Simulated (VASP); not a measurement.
# Ag (Im-3m) in VASP: a series of runs, part 2 of 2

VASP 6.6.1.

### 5 Relaxation of cell and atoms, PBEsol

This run uses another cell than the first one, of 16.64 Å³/atom.

File INCAR:

```
PREC = Accurate
ENCUT = 600
EDIFF = 1E-6
ISMEAR = -1
SIGMA = 0.08
LREAL = F
LASPH = T
NELM = 80
ALGO = Normal
ISIF = 3
LWAVE = F
LCHARG = F
GGA = PS
IBRION = 2
NSW = 60
EDIFFG = -0.005
```

File KPOINTS:

```
regular mesh
0
Gamma
  18 18 18
```

File POSCAR:

```
Ag
1.0
   -1.6081614237      1.6081614237      1.6081614237
    1.6081614237     -1.6081614237      1.6081614237
    1.6081614237      1.6081614237     -1.6081614237
Ag
1
Direct
    0.0000000000      0.0000000000      0.0000000000
```

Potentials or basis: VASP PAW PBE potentials, release 64 (Ag).

Command:

```sh
$ cat potpaw_PBE.64/Ag/POTCAR > POTCAR
$ mpirun -np 1 vasp_std > vasp.out
```

OUTCAR:

```text
PREC = Accurate
   ENCUT = 600
   EDIFF = 1E-6
   ISMEAR = -1
   LREAL = F
   LASPH = T
   NELM = 80
   ISIF = 3
   GGA = PS
   IBRION = 2
   NSW = 60
   EDIFFG = -0.005

 ion  position               nearest neighbor table
   1  0.000  0.000  0.000-

  LATTYP: Found a body centered cubic cell.
 ALAT       =     3.2163228474

  Lattice vectors:

 A1 = (  -1.6081614237,   1.6081614237,   1.6081614237)
 A2 = (   1.6081614237,  -1.6081614237,   1.6081614237)
 A3 = (   1.6081614237,   1.6081614237,  -1.6081614237)

Analysis of symmetry for initial positions (statically):
=====================================================================
 Subroutine PRICEL returns:
 Original cell was already a primitive cell.

 Routine SETGRP: Setting up the symmetry group for a
 body centered cubic supercell.

 Subroutine GETGRP returns: Found 48 space group operations
 (whereof 48 operations were pure point group operations)
 out of a pool of 48 trial point group operations.

The static configuration has the point symmetry O_h .

Analysis of symmetry for dynamics (positions and initial velocities):
=====================================================================
 Subroutine PRICEL returns:
 Original cell was already a primitive cell.

 Routine SETGRP: Setting up the symmetry group for a
 body centered cubic supercell.

 Subroutine GETGRP returns: Found 48 space group operations
 (whereof 48 operations were pure point group operations)
 out of a pool of 48 trial point group operations.

The dynamic configuration has the point symmetry O_h .

 Subroutine INISYM returns: Found 48 space group operations
 (whereof 48 operations are pure point group operations),
 and found     1 'primitive' translations

----------------------------------------------------------------------------------------

                                     Primitive cell

  volume of cell :      16.6360

  direct lattice vectors                    reciprocal lattice vectors
    -1.608161424  1.608161424  1.608161424     0.000000000  0.310914062  0.310914062
     1.608161424 -1.608161424  1.608161424     0.310914062  0.000000000  0.310914062
     1.608161424  1.608161424 -1.608161424     0.310914062  0.310914062  0.000000000

  length of vectors
     2.785417293  2.785417293  2.785417293     0.439698883  0.439698883  0.439698883

  position of ions in fractional coordinates (direct lattice)
     0.000000000  0.000000000  0.000000000

  ion indices of the primitive-cell ions
   primitive index   ion index
                 1           1

----------------------------------------------------------------------------------------

 KPOINTS: regular mesh

Automatic generation of k-mesh.
 Grid dimensions read from file:
 generate k-points for:   18   18   18

 Generating k-lattice:

  Cartesian coordinates                     Fractional coordinates (reciprocal lattice)
     0.000000000  0.017273003  0.017273003     0.055555556  0.000000000  0.000000000
     0.017273003  0.000000000  0.017273003     0.000000000  0.055555556  0.000000000
     0.017273003  0.017273003  0.000000000     0.000000000  0.000000000  0.055555556

  Length of vectors
     0.024427716  0.024427716  0.024427716
[... 42 lines left out ...]
   NGX,Y,Z   is equivalent  to a cutoff of  14.32, 14.32, 14.32 a.u.
   NGXF,Y,Z  is equivalent  to a cutoff of  28.65, 28.65, 28.65 a.u.
 SYSTEM =  unknown system
   PREC   = accura    normal or accurate (medium, high low for compatibility)
   ISTART =      0    job   : 0-new  1-cont  2-samecut
   ICHARG =      2    charge: 1-file 2-atom 10-const
   ISPIN  =      1    spin polarized calculation?
   LNONCOLLINEAR =      F non collinear calculations
   LSORBIT =      F    spin-orbit coupling
   LASPH  =      T    aspherical Exc in radial PAW
   ENCUT  =  600.0 eV  44.10 Ry    6.64 a.u.   5.56  5.56  5.56*2*pi/ulx,y,z
   NELM   =     80;   NELMIN=  2; NELMDL= -5     # of ELM steps
   EDIFF  = 0.1E-05   stopping-criterion for ELM
   LREAL  =      F    real-space projection
   EDIFFG = -.5E-02   stopping-criterion for IOM
   NSW    =     60    number of steps for IOM
   IBRION =      2    ionic relax: 0-MD 1-quasi-New 2-CG
   NFREE  =      1    steps in history (QN), initial steepest desc. (CG)
   ISIF   =      3    stress and relaxation
   ISYM   =      2    0-nonsym 1-usesym 2-fastsym
   POTIM  = 0.5000    time-step for ionic-motion
   TEBEG  =    0.0;   TEEND  =   0.0 temperature during run
   PSTRESS=    0.0 pullay stress
   NELECT =      11.0000    total number of electrons
   NUPDOWN=      -1.0000    fix difference up-down
   EMIN   =  10.00;   EMAX   =-10.00  energy-range for DOS
   EFERMI =   0.00;   METHOD = LEGACY
   ISMEAR =    -1;   SIGMA  =   0.08  broadening in eV -4-tet -1-fermi 0-gaus
   EFERMI_NEDOS =   21; number of points for ismear=-14 and -15
   IALGO  =     38    algorithm
   IMIX   =      4    mixing-type and parameters
     AMIX     =   0.40;   BMIX     =  1.00
     AMIX_MAG =   1.60;   BMIX_MAG =  1.00
  volume/ion in A,a.u.               =      16.64       112.27
  Fermi-wavevector in a.u.,A,eV,Ry     =   1.426230  2.695183 27.676028  2.034131
  Thomas-Fermi vector in A             =   2.546529
   LORBIT       =      0    0 simple, 1 ext, 2 COOP (PROOUT), +10 PAW based schemes
   GGA     = PS    functional components
   LHFCALC =     F    Hartree Fock is set to
   AEXX    =    0.0000 exact exchange contribution
   IVDW    =     0    specifies the selected vdW correction
   LEPSILON=     F    determine dielectric tensor
   LRPA    =     F    only Hartree local field effects (RPA)
 conjugate gradient relaxation of ions
 non-spin polarized calculation
  energy-cutoff  :      600.00
  volume of cell :       16.64
 maximum number of plane-waves:       586
 NGX is ok and might be reduce to    24
   NGX = 11   NGY = 11   NGZ = 11

--------------------------------------- Ionic step        1  -------------------------------------------

 number of electron      10.9999997 magnetization

 Free energy of the ion-electron system (eV)
  ---------------------------------------------------
  ext. energy  EPLUGINS =         0.00000000
  ---------------------------------------------------
  free energy    TOTEN  =        -3.27106157 eV

  energy without entropy =       -3.26177411  energy(sigma->0) =       -3.26641784

------------------------ aborting loop because EDIFF is reached ----------------------------------------

  FORCE on cell =-STRESS in cart. coord.  units (eV):
  Direction    XX          YY          ZZ          XY          YZ          ZX
  --------------------------------------------------------------------------------------
  -------------------------------------------------------------------------------------
  Total        0.0761828      0.0761828      0.0761828      0.0000000      0.0000000     -0.0000000
  in kB        7.3369966      7.3369966      7.3369966      0.0000000      0.0000000     -0.0000000
  external PRESSURE =       7.3369966 kB  Pullay stress =       0.0000000 kB
[... 57 lines left out ...]
--------------------------------------- Ionic step        3  -------------------------------------------

 number of electron      10.9999997 magnetization

 Free energy of the ion-electron system (eV)
  ---------------------------------------------------
  ext. energy  EPLUGINS =         0.00000000
  ---------------------------------------------------
  free energy    TOTEN  =        -3.27129803 eV

  energy without entropy =       -3.26200232  energy(sigma->0) =       -3.26665017

 E-fermi :   8.4997     XC(G=0): -12.5224

 val. band max:        8.4971056976   @ k =   0.2778   0.1667   0.0556
 cond. band min:       8.5176888006   @ k =   0.2222   0.2222   0.0556
 fundamental gap:      0.0205831030
 Fermi energy:         8.4996721133

 k-point     1 :       0.0000    0.0000    0.0000
  band No.  band energies     occupation
      1       0.5298      2.00000
      2       3.5303      2.00000
      3       3.5303      2.00000
      4       3.5303      2.00000
      5       4.9214      2.00000
      6       4.9214      2.00000
      7      26.5018      0.00000
      8      26.5018      0.00000
      9      26.5018      0.00000
[... 265 lines left out ...]
 k-point    24 :       0.3889    0.1111    0.0000
  band No.  band energies     occupation
      1       2.1810      2.00000
      2       2.8039      2.00000
      3       4.7303      2.00000
      4       4.8553      2.00000
      5       5.4916      2.00000
      6       8.5814      0.52962
      7      13.6614      0.00000
      8      20.6193      0.00000
      9      22.7538      0.00000

 [... further k-points ...]

------------------------ aborting loop because EDIFF is reached ----------------------------------------

  FORCE on cell =-STRESS in cart. coord.  units (eV):
  Direction    XX          YY          ZZ          XY          YZ          ZX
  --------------------------------------------------------------------------------------
  -------------------------------------------------------------------------------------
  Total       -0.0030894     -0.0030894     -0.0030894      0.0000000      0.0000000     -0.0000000
  in kB       -0.2956881     -0.2956881     -0.2956881      0.0000000      0.0000000     -0.0000000
  external PRESSURE =      -0.2956881 kB  Pullay stress =       0.0000000 kB
[... 16 lines left out ...]
  FREE ENERGIE OF THE ION-ELECTRON SYSTEM (eV)
  ---------------------------------------------------
  free  energy   TOTEN  =        -3.2712980272 eV

  energy  without entropy=       -3.2620023184  energy(sigma->0) =       -3.26665017

 reached required accuracy - stopping structural energy minimisation
```

It took 27 s on 1 thread of Intel Xeon Platinum 8488C (Sapphire Rapids), shared host; peak memory 0.17 GiB.

What came out:

```
Free energy                           : -3.2713 eV
Relaxed volume                        : 16.74 Å³/atom
Relaxed cell                          : a = 2.791 Å, b = 2.791 Å, c = 2.791 Å, α = 109.47°, β = 109.47°, γ = 109.47°
Space group after relaxing (to 0.1 Å) : Im-3m (No. 229)
Energy gained by relaxing             : 0.2 meV/atom
Ionic steps                           : 3
Pressure after relaxing               : 0.0 GPa
Band gap on the k mesh                : zero (an odd number of electrons rules out a gap without spin polarisation)
```

Step by step:
```
step  energy change (eV)  largest force (eV/Å)  pressure (GPa)  volume (Å³)
   1              0.0000                0.0000            0.73        16.64
   2             -0.0001                0.0000           -0.51        16.82
   3             -0.0002                0.0000           -0.03        16.74
```

Final structure:
```
Ag
1.0
    -1.61149    1.61149    1.61149
     1.61149   -1.61149    1.61149
     1.61149    1.61149   -1.61149
Ag
1
Cartesian
  0.0000 0.0000 0.0000
```

Levels at points of the mesh, in eV from the Fermi level:
| k point | band 2 | band 3 | band 4 | band 5 | band 6 | band 7 | band 8 | band 9 |
| --- | --- | --- | --- | --- | --- | --- | --- | --- |
| (0.00, 0.00, 0.00) | -4.97 | -4.97 | -4.97 | -3.58 | -3.58 | 18.00 | 18.00 | 18.00 |
| (0.50, 0.00, 0.00) | -5.79 | -3.64 | -3.45 | -2.52 | -0.18 | 4.25 | 13.37 | 14.61 |
| (0.50, 0.50, 0.50) | -6.48 | -2.78 | -2.78 | -2.78 | 6.90 | 6.90 | 6.90 | 13.07 |

Caveat: the PAW data sets were made with another functional, which shifts forces and pressure a little.

### 6 The runs side by side

| task | cell | cutoff (eV) | gap on the mesh (eV) | pressure (GPa) |
| --- | --- | --- | --- | --- |
| single point | a = 2.677 Å, angles 109.5°, 1 atom | 520 | none | 20.6 |
| single point | a = 2.793 Å, angles 109.5°, 1 atom | 520 | none | -0.2 |
| relaxation of cell and atoms | relaxed from a = 2.785 Å, angles 109.5°, 1 atom | 600 | none | 0.0 |

Alike in all rows: level PBEsol; potentials or basis VASP PAW PBE potentials, release 64 (Ag); no spin polarisation; k mesh 18 × 18 × 18; smearing fermi-dirac 0.08 eV.

Caveats: the PAW data sets were made with another functional, which shifts forces and pressure a little; the cell stands under pressure (at least some runs).

Total energies depend on the potentials used, so only differences within one code and one set of settings carry meaning.
